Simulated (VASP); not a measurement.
Write the native input for VASP 6.6.1 that does the following.

```
Task                   : single point
Functional             : PBEsol
Potentials or basis    : VASP PAW PBE potentials, release 64 (Pt)
Cutoff                 : 520 eV
k mesh                 : 11 × 11 × 6
Occupations            : fermi-dirac, width 0.1 eV
Spin                   : no spin polarisation
Dipole correction      : no
Further INCAR settings : ALGO = Normal; EDIFF = 1e-06; NBANDS = 17
```

The structure of Pt lies in POSCAR:

```
Pt
1.0
    2.7606656200      0.0000000000      0.0000000000
   -1.3803328100      2.3908065500      0.0000000000
    0.0000000000      0.0000000000      4.7921340000
Pt
2
Direct
    0.6645753244      0.3291506417      0.7500000000
    0.3333333311      0.6666666695      0.2500000000
```

One way to write it, as run:

INCAR

```
SYSTEM = Pt
PREC = Accurate
ENCUT = 520
EDIFF = 1E-6
ISMEAR = -1
SIGMA = 0.1
LREAL = .False.
LASPH = .True.
NELM = 100
ALGO = Normal
ISIF = 2
LWAVE = .False.
LCHARG = .True.
GGA = PS
LELF = .True.
LVHAR = .True.
NBANDS = 17
```

KPOINTS

```
Automatic mesh
0
Gamma
  11 11 6
  0 0 0
```

Potentials or basis: VASP PAW PBE potentials, release 64 (Pt).

Launch:

```console
$ cat potpaw_PBE.64/Pt/POTCAR > POTCAR
$ mpirun -np 1 vasp_std > vasp.out
```

It gave:

```
Pressure               : -10.7 GPa
Band gap on the k mesh : zero (band 10 reaches 10.59 eV, above the bottom of band 11 at 9.40 eV)
```

Caveat: the PAW data sets were made with another functional, which shifts forces and pressure a little; spin-orbit coupling is left out, which moves the levels of the heavy elements.

Wall time 68 s on 1 thread of Intel(R) Xeon(R) Platinum 8259CL CPU @ 2.50GHz (Skylake/Cascade Lake), on a shared host, peak memory 0.2 GiB.
